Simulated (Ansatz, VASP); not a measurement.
# One calculation of N, two programs

```xyz
1
Lattice="0.0000 1.5549 1.5549 1.5549 0.0000 1.5549 1.5549 1.5549 0.0000" Properties=species:S:1:pos:R:3 pbc="T T T"
N     0.0000    0.0000    0.0000
```

Alike in both runs: functional r2SCAN; k mesh 30 × 30 × 30; occupations gaussian, width 0.1 eV; no spin polarisation.

Ansatz relaxed the structure, and its values are those at the end. VASP's run is a single point on that final structure, the one shown.

|  | VASP | Ansatz |
| --- | --- | --- |
| version | VASP 6.6.1 | Ansatz 0.2.0 |
| potentials or method | VASP PAW PBE potentials, release 64 (N), cutoff 520 eV | scalar-relativistic, plane waves, PAW |
| valence electrons in the cell | 5 | 5 |

Ansatz gave:

| Quantity | Value |
| --- | --- |
| gap on the k mesh at the Fermi level (eV) | none |
| pressure (GPa) | 0.0 |

Q: Which values does VASP return?

A: gap on the k mesh at the Fermi level (eV): none; pressure (GPa): -0.1.

VASP's potentials were made for PBE, not for r2SCAN. A gap of «none» marks a metal or a gap that the smearing closes.
